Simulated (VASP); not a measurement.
Here is a VASP 6.6.1 calculation.

INCAR

```
SYSTEM = Sc
ALGO = Normal
EDIFF = 1E-6
ENCUT = 520
ISIF = 2
ISMEAR = 0
LASPH = .True.
LCHARG = .False.
LREAL = .False.
LWAVE = .False.
NBANDS = 12
NELM = 100
PREC = Accurate
SIGMA = 0.15
```

The input KPOINTS:

```
k-points
0
Gamma
  18 18 18
  0 0 0
```

Contents of POSCAR:

```
Sc
1.0
    0.0000000000      2.2364425000      2.2023850000
    2.2364425000      0.0000000000      2.2023850000
    2.2364425000      2.2364425000      0.0000000000
Sc
1
Direct
    0.0000000000      0.0000000000      0.0000000000
```

Potentials or basis: VASP PAW LDA potentials, release 64 (Sc_sv).

The run is started by

```console
$ cat potpaw_LDA.64/Sc_sv/POTCAR > POTCAR
$ mpirun -np 1 vasp_std > vasp.out
```

(1) Predict the pressure.

Results:

(1) 1.0 GPa.

Caveat: the cell differs from its parent crystal (strain -0.015 along x and y, -0.030 along z).
